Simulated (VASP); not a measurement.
Input of a VASP 6.6.1 run:

File INCAR:

```
ALGO = Normal ; EDIFF = 1E-7
ENCUT = 520 ; GGA = PE
ISIF = 2 ; ISMEAR = -1
LASPH = T ; LCHARG = T
LELF = T ; LREAL = F
LVHAR = T ; LWAVE = F
NBANDS = 9 ; NELM = 60
PREC = Accurate ; SIGMA = 0.08
```

KPOINTS

```
k-points
0
Gamma
  15 15 15
```

The input POSCAR:

```
Se
1.0
    2.3861122692      0.0000000000      0.0000000000
    0.0000000000      2.3861122692      0.0000000000
    0.0000000000      0.0000000000      2.3861122692
Se
1
Direct
    0.0000000000      0.0000000000      0.0000000000
```

Potentials or basis: VASP PAW PBE potentials, release 64 (Se).

Run with:

```bash
$ cat potpaw_PBE.64/Se/POTCAR > POTCAR
$ mpirun -np 1 vasp_std > vasp.out
```

(1) What does it give for the pressure?

(2) What does it give for the band gap on the k mesh?

Answers

(1) 107.0 GPa.

(2) zero (band 3 reaches 17.91 eV, above the bottom of band 4 at 7.38 eV).
